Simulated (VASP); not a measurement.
A run of VASP 6.6.1 is set up as follows.

File INCAR:

```
SYSTEM = Pt
  ALGO = Normal
  DIPOL = 0.5 0.5 0.500
  EDIFF = 1E-6
  ENCUT = 520
  GGA = PE
  IDIPOL = 3
  ISIF = 2
  ISMEAR = -1
  LASPH = .True.
  LCHARG = .False.
  LDIPOL = .True.
  LREAL = .False.
  LWAVE = .False.
  NBANDS = 39
  NELM = 80
  PREC = Accurate
  SIGMA = 0.08
```

File KPOINTS:

```
k-points
0
Gamma
  13 13 1
  0 0 0
```

POSCAR

```
Pt
1.0
    2.8080030017      0.0000000000      0.0000000000
   -1.4040015008      2.4318019334      0.0000000000
    0.0000000000      0.0000000000     27.4636000000
Pt
6
Direct
    0.1666666665      0.3333333335      0.2912942174
    0.5000000005      0.9999999995      0.3747765303
    0.8333333335      0.6666666665      0.4582588432
    0.1666666665      0.3333333335      0.5417411561
    0.5000000005      0.9999999995      0.6252234697
    0.8333333335      0.6666666665      0.7087057826
```

Potentials or basis: VASP PAW PBE potentials, release 64 (Pt).

Run with:

```bash
$ cat potpaw_PBE.64/Pt/POTCAR > POTCAR
$ mpirun -np 1 vasp_std > vasp.out
```

(1) What does it give for the band gap on the k mesh?

(2) Predict the largest force.

Answers

(1) zero (bands 30 and 31 overlap by 1.32 eV).

(2) 0.197 eV/Å.

Caveat: spin-orbit coupling is left out, which moves the levels of the heavy elements.
